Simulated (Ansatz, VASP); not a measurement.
Nb: VASP beside Ansatz

```
Nb
1.0
    -1.68585    1.68585    1.68585
     1.68585   -1.68585    1.68585
     1.68585    1.68585   -1.68585
Nb
1
Cartesian
  0.0000 0.0000 0.0000
```

Change from the starting cell: volume scaled by 1.04.

Alike in both runs: task single point; functional LDA; k mesh 11 × 11 × 11; occupations fermi-dirac, width 0.05 eV; no spin polarisation.

|  | VASP | Ansatz |
| --- | --- | --- |
| version | VASP 6.6.1 | Ansatz 0.2.0 |
| potentials or method | VASP PAW LDA potentials, release 64 (Nb_sv), cutoff 500 eV | all-electron LAPW, scalar-relativistic |

VASP gave:

| Property | Result |
| --- | --- |
| gap on the k mesh at the Fermi level (eV) | none |
| pressure (GPa) | -17.1 |

Which values does Ansatz return?

gap on the k mesh at the Fermi level (eV): none; pressure (GPa): -17.0.

LDA's correlation is that of Perdew and Zunger in VASP and of Perdew and Wang (1992) in Ansatz. A gap of «none» marks a metal or a gap that the smearing closes. Ansatz ran all-electron here, and VASP with PAW potentials.
